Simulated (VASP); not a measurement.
# SiBBr (P4/mmm) in VASP: relaxation of cell and atoms with PBE

Aim: the relaxation of cell and atoms of SiBBr with PBE.

Program: VASP 6.6.1. These are calculated values, not measurements. Logs are shortened: lines on timing, memory, paths and dates and some standing lists are left out, and cuts for length are marked.

## 1. The cell of the first run

It takes space group P4/mmm (No. 123, tetragonal). Conventional cell: a = 3.427 Å, b = 3.427 Å, c = 5.410 Å, α = 90.00°, β = 90.00°, γ = 90.00°. Si (site symmetry 4/mmm) has 2 Br at 2.71 Å and 4 Si at 3.43 Å within 3.6 Å. Within 3.2 Å of B (site symmetry 4/mmm) lie 4 Br at 2.42 Å. Within 3.2 Å of Br (site symmetry 4/mmm) lie 4 B at 2.42 Å and 2 Si at 2.71 Å.

## 2. Relaxation of cell and atoms, PBE

INCAR

```
ALGO = Normal ; EDIFF = 1E-6
EDIFFG = -0.01 ; ENCUT = 600
GGA = PE ; IBRION = 2
ISIF = 3 ; ISMEAR = 0
LASPH = True ; LCHARG = False
LREAL = False ; LWAVE = False
NELM = 100 ; NSW = 100
PREC = Accurate ; SIGMA = 0.1
```

KPOINTS

```
k-points
0
Gamma
  14 14 10
```

POSCAR

```
SiBBr
1.0
    3.4267870095      0.0000000000      0.0000000000
    0.0000000000      3.4267870095      0.0000000000
    0.0000000000      0.0000000000      5.4104989840
Si B Br
1 1 1
Direct
    0.0000000000      0.0000000000      0.5000000000
    0.5000000000      0.5000000000      0.0000000000
    0.0000000000      0.0000000000      0.0000000000
```

Potentials or basis: VASP PAW PBE potentials, release 64 (Si, B, Br).

The run is started by

```sh
cat potpaw_PBE.64/Si/POTCAR potpaw_PBE.64/B/POTCAR potpaw_PBE.64/Br/POTCAR > POTCAR
mpirun -np 1 vasp_std > vasp.out
```

OUTCAR:

```text
EDIFF = 1E-6
   EDIFFG = -0.01
   ENCUT = 600
   GGA = PE
   IBRION = 2
   ISIF = 3
   ISMEAR = 0
   LASPH = True
   LREAL = False
   NELM = 100
   NSW = 100
   PREC = Accurate

 ion  position               nearest neighbor table
   1  0.000  0.000  0.500-   3 2.71   3 2.71
   2  0.500  0.500  0.000-   3 2.42   3 2.42   3 2.42   3 2.42
   3  0.000  0.000  0.000-   2 2.42   2 2.42   2 2.42   2 2.42   1 2.71   1 2.71

  LATTYP: Found a simple tetragonal cell.
 ALAT       =     3.4267870095
 C/A-ratio  =     1.5788839426

  Lattice vectors:

 A1 = (   3.4267870095,   0.0000000000,   0.0000000000)
 A2 = (   0.0000000000,   3.4267870095,   0.0000000000)
 A3 = (   0.0000000000,   0.0000000000,   5.4104989840)

Analysis of symmetry for initial positions (statically):
=====================================================================
 Subroutine PRICEL returns:
 Original cell was already a primitive cell.

 Routine SETGRP: Setting up the symmetry group for a
 simple tetragonal supercell.

 Subroutine GETGRP returns: Found 16 space group operations
 (whereof 16 operations were pure point group operations)
 out of a pool of 16 trial point group operations.

The static configuration has the point symmetry D_4h.

Analysis of symmetry for dynamics (positions and initial velocities):
=====================================================================
 Subroutine PRICEL returns:
 Original cell was already a primitive cell.

 Routine SETGRP: Setting up the symmetry group for a
 simple tetragonal supercell.

 Subroutine GETGRP returns: Found 16 space group operations
 (whereof 16 operations were pure point group operations)
 out of a pool of 16 trial point group operations.

The dynamic configuration has the point symmetry D_4h.

 Subroutine INISYM returns: Found 16 space group operations
 (whereof 16 operations are pure point group operations),
 and found     1 'primitive' translations

----------------------------------------------------------------------------------------

                                     Primitive cell

  volume of cell :      63.5348

  direct lattice vectors                    reciprocal lattice vectors
     3.426787009  0.000000000  0.000000000     0.291818545  0.000000000  0.000000000
[... 152 lines left out ...]
  energy-cutoff  :      600.00
  volume of cell :       63.53
      direct lattice vectors                 reciprocal lattice vectors
     3.426787009  0.000000000  0.000000000     0.291818545  0.000000000  0.000000000
     0.000000000  3.426787009  0.000000000     0.000000000  0.291818545  0.000000000
     0.000000000  0.000000000  5.410498984     0.000000000  0.000000000  0.184825836

 POSITION                                       TOTAL-FORCE (eV/Angst)
 -----------------------------------------------------------------------------------
      0.00000      0.00000      2.70525         0.000000      0.000000      0.000000
      1.71339      1.71339      0.00000         0.000000      0.000000      0.000000
      0.00000      0.00000      0.00000         0.000000      0.000000      0.000000
 -----------------------------------------------------------------------------------
    total drift:                                0.000000      0.000000     -0.000000

  FREE ENERGIE OF THE ION-ELECTRON SYSTEM (eV)
  ---------------------------------------------------
  free  energy   TOTEN  =        -8.0957810484 eV

  energy  without entropy=       -8.0897109537  energy(sigma->0) =       -8.09274600

--------------------------------------- Ionic step        2  -------------------------------------------

 number of electron      14.0000001 magnetization

 Free energy of the ion-electron system (eV)
  ---------------------------------------------------
  ext. energy  EPLUGINS =         0.00000000
  ---------------------------------------------------
  free energy    TOTEN  =        -8.09579083 eV

  energy without entropy =       -8.08975086  energy(sigma->0) =       -8.09277084

 E-fermi :   4.0634     XC(G=0):  -9.2497

 val. band max:        4.0434655424   @ k =   0.4286   0.2143   0.0000
 cond. band min:       4.0798298947   @ k =   0.2143   0.1429   0.2000
 fundamental gap:      0.0363643523
 Fermi energy:         4.0633734502

 k-point     1 :       0.0000    0.0000    0.0000
  band No.  band energies     occupation
      1     -13.8884      2.00000
      2      -3.6284      2.00000
      3      -3.1269      2.00000
      4      -0.8078      2.00000
      5      -0.8078      2.00000
      6       0.0922      2.00000
      7       6.0062      0.00000
      8       7.3156      0.00000
      9       7.3156      0.00000
     10       8.1295      0.00000
     11       8.4848      0.00000
[... 309 lines left out ...]
 k-point    24 :       0.3571    0.2143    0.0000
  band No.  band energies     occupation
      1     -13.1692      2.00000
      2      -4.3382      2.00000
      3      -2.2556      2.00000
      4      -2.2013      2.00000
      5      -1.8890      2.00000
      6       2.3242      2.00000
      7       3.4082      2.00000
      8       4.2675      0.00389
      9       5.6304      0.00000
     10       6.6267      0.00000
     11       8.8118      0.00000

 [... further k-points ...]
[... 5 lines left out ...]
  --------------------------------------------------------------------------------------
  -------------------------------------------------------------------------------------
  Total        0.0014457      0.0014457     -0.0162801      0.0000000      0.0000000     -0.0000000
  in kB        0.0364808      0.0364808     -0.4108034      0.0000000      0.0000000     -0.0000000
  external PRESSURE =      -0.1126139 kB  Pullay stress =       0.0000000 kB

 VOLUME and BASIS-vectors are now :
 -----------------------------------------------------------------------------
  energy-cutoff  :      600.00
  volume of cell :       63.49
      direct lattice vectors                 reciprocal lattice vectors
     3.426571057  0.000000000  0.000000000     0.291836937  0.000000000 -0.000000000
     0.000000000  3.426571057  0.000000000     0.000000000  0.291836937 -0.000000000
     0.000000000  0.000000000  5.407729296     0.000000000  0.000000000  0.184920499

 POSITION                                       TOTAL-FORCE (eV/Angst)
 -----------------------------------------------------------------------------------
      0.00000      0.00000      2.70386         0.000000      0.000000      0.000000
      1.71329      1.71329      0.00000        -0.000000     -0.000000      0.000000
      0.00000      0.00000      0.00000         0.000000      0.000000      0.000000
 -----------------------------------------------------------------------------------
    total drift:                                0.000000      0.000000     -0.000000

  FREE ENERGIE OF THE ION-ELECTRON SYSTEM (eV)
  ---------------------------------------------------
  free  energy   TOTEN  =        -8.0957908267 eV

  energy  without entropy=       -8.0897508614  energy(sigma->0) =       -8.09277084

 reached required accuracy - stopping structural energy minimisation
```

OSZICAR:

```text
N       E                     dE             d eps       ncg     rms          rms(c)
DAV:   1     0.451351669212E+02    0.45135E+02   -0.62339E+03  4752   0.119E+03
DAV:   2    -0.455399045401E+01   -0.49689E+02   -0.46527E+02  6474   0.156E+02
DAV:   3    -0.812717185637E+01   -0.35732E+01   -0.34551E+01  5894   0.393E+01
DAV:   4    -0.819911282555E+01   -0.71941E-01   -0.71300E-01  6486   0.579E+00
DAV:   5    -0.820047311433E+01   -0.13603E-02   -0.13586E-02  6214   0.678E-01    0.124E+01
DAV:   6    -0.810162043576E+01    0.98853E-01   -0.29557E-01  5373   0.306E+00    0.804E+00
DAV:   7    -0.809895400995E+01    0.26664E-02   -0.92356E-02  5352   0.189E+00    0.155E+00
DAV:   8    -0.809608954556E+01    0.28645E-02   -0.13611E-02  5511   0.725E-01    0.191E-01
DAV:   9    -0.809575162319E+01    0.33792E-03   -0.28711E-03  5469   0.348E-01    0.927E-02
DAV:  10    -0.809576843655E+01   -0.16813E-04   -0.27029E-04  5640   0.124E-01    0.398E-02
DAV:  11    -0.809578114450E+01   -0.12708E-04   -0.36475E-05  5779   0.420E-02    0.574E-03
DAV:  12    -0.809578104843E+01    0.96072E-07   -0.39610E-06  5498   0.133E-02
   1 F= -.80957810E+01 E0= -.80927460E+01  d E =-.809578E+01
       N       E                     dE             d eps       ncg     rms          rms(c)
DAV:   1    -0.809581953536E+01   -0.38391E-04   -0.78891E-04  5073   0.186E-01    0.234E-02
DAV:   2    -0.809579539034E+01    0.24145E-04   -0.52248E-05  5337   0.489E-02    0.114E-02
DAV:   3    -0.809579136325E+01    0.40271E-05   -0.12176E-05  5296   0.226E-02    0.116E-02
DAV:   4    -0.809579082675E+01    0.53651E-06   -0.55318E-07  2985   0.570E-03
   2 F= -.80957908E+01 E0= -.80927708E+01  d E =-.977832E-05
```

CONTCAR:

```text
SiBBr
   1.00000000000000
     3.4265710567225871    0.0000000000000000    0.0000000000000000
     0.0000000000000000    3.4265710567225871    0.0000000000000000
     0.0000000000000000    0.0000000000000000    5.4077292964203147
  Si              B               Br
     1     1     1
Direct
     0.0000000000000000    0.0000000000000000    0.5000000000000000
     0.5000000000000000    0.5000000000000000    0.0000000000000000
     0.0000000000000000    0.0000000000000000    0.0000000000000000

  0.00000000E+00  0.00000000E+00  0.00000000E+00
  0.00000000E+00  0.00000000E+00  0.00000000E+00
  0.00000000E+00  0.00000000E+00  0.00000000E+00
```

Wall time 2.8 min (1 thread of Oxide Virtual Turin-like, shared host); peak memory 0.33 GiB.

Results:

| Property | Result |
| --- | --- |
| Free energy | -8.0958 eV |
| Relaxed volume | 21.16 Å³/atom |
| Relaxed cell | a = 3.427 Å, b = 3.427 Å, c = 5.408 Å, α = 90.00°, β = 90.00°, γ = 90.00° |
| Space group after relaxing (to 0.05 Å) | P4/mmm (No. 123) |
| Energy gained by relaxing | 0.0 meV/atom |
| Ionic steps | 2 |
| Pressure after relaxing | 0.0 GPa |
| Band gap on the k mesh | zero (band 7 reaches 6.01 eV, above the bottom of band 8 at 2.75 eV) |

Final structure:
```
Si B Br
1.0
     3.42657    0.00000    0.00000
     0.00000    3.42657    0.00000
     0.00000    0.00000    5.40773
Si B Br
1 1 1
Direct
  0.00000 0.00000 0.50000
  0.50000 0.50000 0.00000
  0.00000 0.00000 0.00000
```

Levels at points of the mesh, in eV from the Fermi level:
| k point | band 5 | band 6 | band 7 | band 8 | band 9 | band 10 |
| --- | --- | --- | --- | --- | --- | --- |
| (0.00, 0.00, 0.00) | -4.87 | -3.97 | 1.94 | 3.25 | 3.25 | 4.07 |
| (0.50, 0.00, 0.00) | -3.52 | -1.78 | -0.56 | 0.74 | 0.78 | 1.20 |
| (0.50, 0.50, 0.00) | -5.38 | -5.04 | -0.60 | -0.60 | 1.08 | 3.99 |
| (0.00, 0.00, 0.50) | -3.99 | -3.41 | -0.45 | 1.66 | 2.72 | 2.72 |
| (0.50, 0.00, 0.50) | -3.13 | -2.42 | 0.50 | 0.80 | 0.82 | 1.22 |
| (0.50, 0.50, 0.50) | -5.32 | -1.51 | -1.31 | -1.31 | 0.45 | 1.39 |
